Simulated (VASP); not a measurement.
The system is LiCl.

```xyz
12
Lattice="3.6418 0.0000 0.0000 -1.8209 3.1539 0.0000 0.0000 0.0000 17.8411" Properties=species:S:1:pos:R:3 pbc="T T T"
Li    0.0000    0.0000    0.0000
Li    0.0000    2.1026    2.9735
Li    1.8209    1.0513    5.9470
Li    0.0000    0.0000    8.9205
Li    1.8209    1.0513   11.8941
Li    0.0000    2.1026   14.8676
Cl    1.8209    1.0513    1.4868
Cl    0.0000    0.0000    4.4603
Cl    0.0000    2.1026    7.4338
Cl    0.0000    2.1026   10.4073
Cl    0.0000    0.0000   13.3808
Cl    1.8209    1.0513   16.3543
```

```yaml
Program: VASP 6.6.1
Task: relaxation of cell and atoms
Functional: PBE
Potentials_or_basis: VASP PAW PBE potentials, release 64 (Li_sv, Cl)
Cutoff: 600 eV
k_mesh: 9 × 9 × 2
Occupations: gaussian, width 0.02 eV
Spin: no spin polarisation
```

At the start: pressure 1.0 GPa; volume 17.08 Å³/atom.

Q: How do energy, volume and symmetry change on relaxing?

A: Over 8 steps the energy falls by 17.6 meV/atom and the volume is 17.36 Å³/atom (+1.7 %); space group P6_3/mmc (No. 194, to 0.1 Å) before and after.

The path:
```tsv
step	energy change (eV)	largest force (eV/Å)	pressure (GPa)	volume (Å³)
1	0.0000	0.7455	0.97	204.92
2	-0.1501	0.3491	0.23	207.96
3	-0.1962	0.1280	-0.36	211.05
4	-0.1961	0.1265	-0.34	210.93
5	-0.2022	0.1057	-0.16	209.64
6	-0.2076	0.0585	0.25	206.81
7	-0.2103	0.0291	0.14	207.52
8	-0.2115	0.0057	0.01	208.37
```

Final structure:
```xyz
12
Lattice="3.6098 0.0000 0.0000 -1.8049 3.1262 0.0000 0.0000 0.0000 18.4642" Properties=species:S:1:pos:R:3 pbc="T T T"
Li    0.0000    0.0000    0.0000
Li    0.0000    2.0841    3.1262
Li    1.8049    1.0421    6.1059
Li   -1.8049    3.1262    9.2321
Li    1.8049    1.0421   12.3584
Li    0.0000    2.0841   15.3380
Cl    1.8049    1.0421    1.6312
Cl    0.0000    0.0000    4.6161
Cl    0.0000    2.0841    7.6009
Cl    0.0000    2.0841   10.8633
Cl    0.0000    0.0000   13.8482
Cl    1.8049    1.0421   16.8330
```

Caveat: the cutoff is under 1.25 times the usual one of these potentials, so pressure, stress and relaxed cells hold a basis-set (Pulay) error.
